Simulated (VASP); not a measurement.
Crystal: S.

```
CELL_PARAMETERS angstrom
2.73000 0.00000 0.00000
0.00000 2.73000 0.00000
0.00000 0.00000 2.73000
ATOMIC_POSITIONS crystal
S 0.00000 0.00000 0.00000
```

| Property | Result |
| --- | --- |
| Program | VASP 6.6.1 |
| Task | relaxation of cell and atoms |
| Functional | PBE |
| Potentials or basis | VASP PAW PBE potentials, release 64 (S) |
| Cutoff | 600 eV |
| k mesh | 17 × 17 × 17 |
| Occupations | methfessel-paxton, width 0.05 eV |
| Spin | no spin polarisation |

At the start: pressure -9.9 GPa; volume 20.35 Å³/atom.

Question: How do energy, volume and symmetry change on relaxing?

Answer: Over 3 steps the energy falls by 112.8 meV/atom and the volume is 17.18 Å³/atom (-15.6 %); space group Pm-3m (No. 221, to 0.05 Å).

Step by step:
```csv
step,energy change (eV),largest force (eV/Å),pressure (GPa),volume (Å³)
1,0.0000,0.0000,-9.86,20.35
2,-0.1113,0.0000,1.55,16.88
3,-0.1128,0.0000,0.03,17.18
```

Final structure:
```
S
1.0
     2.58009    0.00000    0.00000
     0.00000    2.58009    0.00000
     0.00000    0.00000    2.58009
S
1
Direct
  0.00000 0.00000 0.00000
```

Caveat: the volume moved by over 15 % at a fixed basis, so the end points are rough.
